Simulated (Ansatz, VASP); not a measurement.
## One calculation of KRu2, two programs

```
K Ru
1.0
     3.73283    0.00000    0.00000
    -1.86642    3.23273    0.00000
     0.00000    0.00000    6.55508
K Ru
1 2
Direct
  0.00000 0.00000 0.00000
  0.66667 0.33333 0.56968
  0.33333 0.66667 0.43032
```

Alike in both runs: functional PBE; k mesh 6 × 6 × 4; occupations gaussian, width 0.1 eV; no spin polarisation.

Ansatz relaxed the structure, and its values are those at the end. VASP's run is a single point on that final structure, the one shown.

```csv
,VASP,Ansatz
version,VASP 6.6.1,Ansatz 0.2.0
potentials or method,"VASP PAW PBE potentials, release 64 (K_sv, Ru_sv), cutoff 600 eV","scalar-relativistic, plane waves, PAW"
valence electrons in the cell,41,41
```

VASP gave:

| Item | Value |
| --- | --- |
| gap on the k mesh at the Fermi level (eV) | none |
| pressure (GPa) | -0.1 |
| rms of the force components (eV/Å) | 0.006 |

**Question.** What did Ansatz give for the same quantities?

**Answer.** gap on the k mesh at the Fermi level (eV): none; pressure (GPa): 0.0; rms of the force components (eV/Å): 0.001.

A gap of «none» marks a metal or a gap that the smearing closes.
